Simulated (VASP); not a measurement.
Input of a VASP 6.6.1 run:

Contents of POSCAR:

```
MgS
1.0
    0.0000000000      2.6196972200      2.6196972200
    2.6196972200      0.0000000000      2.6196972200
    2.6196972200      2.6196972200      0.0000000000
Mg S
1 1
Direct
    0.0000000000      0.0000000000      0.0000000000
    0.5000000000      0.5000000000      0.5000000000
```

Contents of INCAR.step1:

```
SYSTEM = MgS
PREC     = Accurate       ! precision mode
ENCUT    = 520            ! plane-wave cutoff, eV
ISMEAR   = -1             ! smearing method
SIGMA    = 0.02           ! smearing width, eV
LREAL    = .False.        ! projectors in reciprocal space
LASPH    = .True.         ! aspherical terms in the spheres
NELM     = 100            ! most SCF steps
GGA      = PE             ! functional
ALGO     = Normal         ! electronic algorithm
EDIFF    = 1E-4           ! SCF threshold, eV
LWAVE    = .True.         ! write WAVECAR
LCHARG   = .False.        ! write CHGCAR
```

File INCAR.step2:

```
SYSTEM = MgS
PREC     = Accurate       ! precision mode
ENCUT    = 520            ! plane-wave cutoff, eV
EDIFF    = 1E-6           ! SCF threshold, eV
ISMEAR   = -1             ! smearing method
SIGMA    = 0.02           ! smearing width, eV
LREAL    = .False.        ! projectors in reciprocal space
LASPH    = .True.         ! aspherical terms in the spheres
NELM     = 100            ! most SCF steps
ALGO     = Normal         ! electronic algorithm
ISIF     = 2              ! what is computed and relaxed
LWAVE    = .False.        ! write WAVECAR
LCHARG   = .False.        ! write CHGCAR
METAGGA  = R2SCAN         ! meta-GGA
LMIXTAU  = .True.       
IBRION   = 2              ! ionic algorithm
NSW      = 50             ! ionic steps
EDIFFG   = -0.01          ! ionic threshold
ISTART   = 1
```

File KPOINTS:

```
Automatic mesh
0
Gamma
  10 10 10
  0 0 0
```

Potentials or basis: VASP PAW PBE potentials, release 64 (Mg, S).

Command:

```console
$ cat potpaw_PBE.64/Mg/POTCAR potpaw_PBE.64/S/POTCAR > POTCAR
$ cp INCAR.step1 INCAR
$ mpirun -np 1 vasp_std > vasp.out
$ cp INCAR.step2 INCAR
$ mpirun -np 1 vasp_std > vasp.out
```

(1) Estimate the band gap on the k mesh.

Answers

(1) 3.39 eV (least direct gap 4.44 eV).

Caveat: the relaxation stopped at its first step, so nothing moved.
